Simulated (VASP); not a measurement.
Here is a VASP 6.6.1 calculation.

Contents of POSCAR:

```
KF
1.0
    0.0000000000      2.7403375000      2.5398250000
    2.7403375000      0.0000000000      2.5398250000
    2.7403375000      2.7403375000      0.0000000000
K F
1 1
Direct
    0.0000000000      0.0000000000      0.0000000000
    0.5000000000      0.5000000000      0.5000000000
```

INCAR.step1

```
ALGO     = Normal         # electronic algorithm
EDIFF    = 1E-4           # SCF threshold, eV
ENCUT    = 520            # plane-wave cutoff, eV
GGA      = PE             # functional
ISMEAR   = 0              # smearing method
LASPH    = T              # aspherical terms in the spheres
LCHARG   = F              # write CHGCAR
LREAL    = F              # projectors in reciprocal space
LWAVE    = T              # write WAVECAR
NBANDS   = 15             # bands
NELM     = 100            # most SCF steps
PREC     = Accurate       # precision mode
SIGMA    = 0.05           # smearing width, eV
```

INCAR.step2

```
ALGO     = Normal         # electronic algorithm
EDIFF    = 1E-6           # SCF threshold, eV
ENCUT    = 520            # plane-wave cutoff, eV
ISIF     = 2              # what is computed and relaxed
ISMEAR   = 0              # smearing method
ISTART   = 1            
LASPH    = T              # aspherical terms in the spheres
LCHARG   = T              # write CHGCAR
LELF     = T              # ELF
LMIXTAU  = T            
LREAL    = F              # projectors in reciprocal space
LVHAR    = T            
LWAVE    = F              # write WAVECAR
METAGGA  = R2SCAN         # meta-GGA
NBANDS   = 15             # bands
NELM     = 100            # most SCF steps
PREC     = Accurate       # precision mode
SIGMA    = 0.05           # smearing width, eV
```

Contents of KPOINTS:

```
k-points
0
Gamma
  8 8 8
```

Potentials or basis: VASP PAW PBE potentials, release 64 (K_sv, F).

Run with:

```bash
$ cat potpaw_PBE.64/K_sv/POTCAR potpaw_PBE.64/F/POTCAR > POTCAR
$ cp INCAR.step1 INCAR
$ mpirun -np 1 vasp_std > vasp.out
$ cp INCAR.step2 INCAR
$ mpirun -np 1 vasp_std > vasp.out
```

Q: Predict the band gap on the k mesh.

A: 6.70 eV.

Q: What does it give for the pressure?

A: 0.1 GPa.

Stress tensor (GPa, compression positive):
```
-1.73  0.00  0.00
 0.00 -1.73  0.00
 0.00  0.00  3.65
```

Caveat: the cell differs from its parent crystal (strain +0.025 along x and y, -0.050 along z); the PAW data sets were made with another functional, which shifts forces and pressure a little. A k mesh can miss the band edges.
